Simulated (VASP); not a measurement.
## Mg2C: relaxation of cell and atoms with PBE+D3(BJ)

The system is Mg2C.

```xyz
3
Lattice="3.4564 0.0000 0.0000 -1.7282 2.9933 0.0000 0.0000 0.0000 4.6994" Properties=species:S:1:pos:R:3 pbc="T T T"
Mg    0.0000    1.9955    3.7305
Mg    1.7282    0.9978    0.9689
C     0.0000    0.0000    0.0000
```

```
Program                : VASP 6.6.1
Task                   : relaxation of cell and atoms
Functional             : PBE
Dispersion             : D3(BJ)
Potentials or basis    : VASP PAW PBE potentials, release 64 (Mg, C)
Cutoff                 : 600 eV
k mesh                 : 18 × 18 × 10
Occupations            : gaussian, width 0.1 eV
Spin                   : no spin polarisation
Dipole correction      : no
Further INCAR settings : ALGO = Normal; EDIFF = 1e-06; IBRION = 2; EDIFFG = -0.01; NSW = 100; ISIF = 3
```

```yaml
Relaxed_volume: 16.16 Å³/atom
Relaxed_cell: a = 3.486 Å, b = 3.486 Å, c = 4.607 Å, α = 90.00°, β = 90.00°, γ = 120.00°
Space_group_after_relaxing_to_0.05_Å: P-3m1 (No. 164)
Energy_gained_by_relaxing: 2.1 meV/atom
Ionic_steps: 10
Pressure_after_relaxing: 0.0 GPa
Largest_force_after_relaxing: 0.004 eV/Å
Band_gap_on_the_k_mesh: zero (band 4 reaches 3.22 eV, above the bottom of band 5 at 2.45 eV)
Dispersion_energy_per_atom: -0.253 eV
```

Forces in eV/Å, atoms in the order of the input:
```
Mg   0.000  0.000  0.004
Mg   0.000  0.000 -0.004
C    0.000  0.000  0.000
```

Stress tensor (GPa, compression positive):
```
 0.10  0.00  0.00
 0.00  0.10  0.00
 0.00  0.00 -0.08
```

Step by step:
```csv
step,energy change (eV),largest force (eV/Å),pressure (GPa),volume (Å³)
1,0.0000,0.1423,-0.09,48.62
2,-0.0030,0.0784,0.14,48.56
3,-0.0051,0.0690,0.62,48.41
4,-0.0058,0.0363,-0.24,48.88
5,-0.0060,0.0465,0.03,48.73
6,-0.0061,0.0234,-0.05,48.71
7,-0.0062,0.0004,-0.12,48.70
8,-0.0063,0.0022,0.00,48.57
9,-0.0063,0.0030,0.06,48.52
10,-0.0063,0.0040,0.04,48.47
```

Final structure:
```
CELL_PARAMETERS angstrom
3.48559 0.00000 0.00000
-1.74280 3.01861 0.00000
0.00000 0.00000 4.60673
ATOMIC_POSITIONS crystal
Mg 0.33333 0.66667 0.79695
Mg 0.66667 0.33333 0.20305
C 0.00000 0.00000 0.00000
```

Levels at points of the mesh, in eV from the Fermi level:
| k point | band 2 | band 3 | band 4 | band 5 | band 6 | band 7 |
| --- | --- | --- | --- | --- | --- | --- |
| (0.00, 0.00, 0.00) | -2.23 | -2.11 | 0.24 | 0.24 | 5.73 | 8.02 |
| (0.50, 0.00, 0.00) | -4.50 | -0.71 | -0.66 | 1.42 | 1.88 | 4.28 |
| (0.00, 0.00, 0.50) | -5.04 | 0.30 | 0.30 | 2.40 | 4.42 | 8.56 |
| (0.50, 0.00, 0.50) | -4.02 | -2.13 | -0.61 | -0.34 | 4.13 | 5.02 |

Run time: 9.4 min on 1 thread of Intel(R) Xeon(R) Platinum 8259CL CPU @ 2.50GHz (Skylake/Cascade Lake) (shared host), peak memory 0.34 GiB.

Caveat: pairwise dispersion overbinds metals, which lowers pressure and volume.
